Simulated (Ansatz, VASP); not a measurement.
## SiC in VASP and in Ansatz

```
CELL_PARAMETERS angstrom
2.96462 0.00692 -0.11827
-1.47632 2.68177 0.14003
-0.19414 0.15334 5.18792
ATOMIC_POSITIONS crystal
Si 0.33713 0.66414 0.00664
Si 0.66805 0.32932 0.50665
C 0.33085 0.67750 0.37796
C 0.66397 0.32904 0.87875
```

Change from the starting cell: cell sheared at random, sigma 0.06, atoms nudged by 0.01 Å; relaxed back.

Alike in both runs: functional r2SCAN; k mesh 12 × 12 × 4; occupations gaussian, width 0.05 eV; no spin polarisation.

Ansatz relaxed the structure, and its values are those at the end. VASP's run is a single point on that final structure, the one shown.

|  | VASP | Ansatz |
| --- | --- | --- |
| version | VASP 6.6.1 | Ansatz 0.2.0 |
| potentials or method | VASP PAW PBE potentials, release 64 (Si, C), cutoff 520 eV | scalar-relativistic, plane waves, PAW |
| valence electrons in the cell | 16 | 16 |

Ansatz gave:

| Item | Value |
| --- | --- |
| gap on the k mesh at the Fermi level (eV) | 2.11 |
| least direct gap on the mesh (eV) | 4.42 |
| pressure (GPa) | 0.9 |
| rms of the force components (eV/Å) | 0.002 |

**Question.** Which values does VASP return?

**Answer.** gap on the k mesh at the Fermi level (eV): 2.11; least direct gap on the mesh (eV): 4.43; pressure (GPa): 0.7; rms of the force components (eV/Å): 0.003.

VASP's potentials were made for PBE, not for r2SCAN. Ansatz's warnings: stress scf threshold loose.
